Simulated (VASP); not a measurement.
Wanted: the native input for a VASP 6.6.1 run.

```
Task                   : single point
Functional             : r2SCAN
Potentials or basis    : VASP PAW PBE potentials, release 64 (Te)
Cutoff                 : 520 eV
k mesh                 : 6 × 6 × 4
Occupations            : fermi-dirac, width 0.02 eV
Spin                   : no spin polarisation
Dipole correction      : no
Further INCAR settings : ALGO = Normal; EDIFF = 1e-07; NBANDS = 16
```

The system is Te.

```
CELL_PARAMETERS angstrom
4.60003 0.00000 0.00000
-2.30001 3.98374 0.00000
0.00000 0.00000 6.12007
ATOMIC_POSITIONS crystal
Te 0.24822 0.00000 0.33333
Te 0.00000 0.24822 0.66667
Te 0.75178 0.75178 0.00000
```

This cell differs from its parent crystal: strain +2.9%.

These files were run (other wordings do the same):

POSCAR

```
Te
1.0
    4.6000299502      0.0000000000      0.0000000000
   -2.3000149751      3.9837427951      0.0000000000
    0.0000000000      0.0000000000      6.1200709249
Te
3
Direct
    0.2482171720      0.0000000000      0.3333333333
    0.0000000000      0.2482171720      0.6666666667
    0.7517828280      0.7517828280      0.0000000000
```

INCAR.step1

```
SYSTEM = Te
ALGO = Normal
EDIFF = 1E-4
ENCUT = 520
GGA = PE
ISMEAR = -1
LASPH = .TRUE.
LCHARG = .FALSE.
LREAL = .FALSE.
LWAVE = .TRUE.
NBANDS = 16
NELM = 80
PREC = Accurate
SIGMA = 0.02
```

INCAR.step2

```
SYSTEM = Te
ALGO = Normal
EDIFF = 1E-7
ENCUT = 520
ISIF = 2
ISMEAR = -1
ISTART = 1
LASPH = .TRUE.
LCHARG = .FALSE.
LMIXTAU = .TRUE.
LREAL = .FALSE.
LWAVE = .FALSE.
METAGGA = R2SCAN
NBANDS = 16
NELM = 80
PREC = Accurate
SIGMA = 0.02
```

KPOINTS

```
k-points
0
G
  6 6 4
  0 0 0
```

Potentials or basis: VASP PAW PBE potentials, release 64 (Te).

Command:

```sh
$ cat potpaw_PBE.64/Te/POTCAR > POTCAR
$ cp INCAR.step1 INCAR
$ mpirun -np 1 vasp_std > vasp.out
$ cp INCAR.step2 INCAR
$ mpirun -np 1 vasp_std > vasp.out
```

Results of the run:

```yaml
Pressure: -1.0 GPa
Band_gap_on_the_k_mesh: 0.30 eV
```

Caveat: the cell differs from its parent crystal (strain +2.9%); the PAW data sets were made with another functional, which shifts forces and pressure a little; spin-orbit coupling is left out, which moves the levels of the heavy elements.

It took 4.1 min on 1 thread of Intel(R) Xeon(R) Platinum 8375C CPU @ 2.90GHz (Ice Lake), with other jobs on the host, peak memory 0.26 GiB.
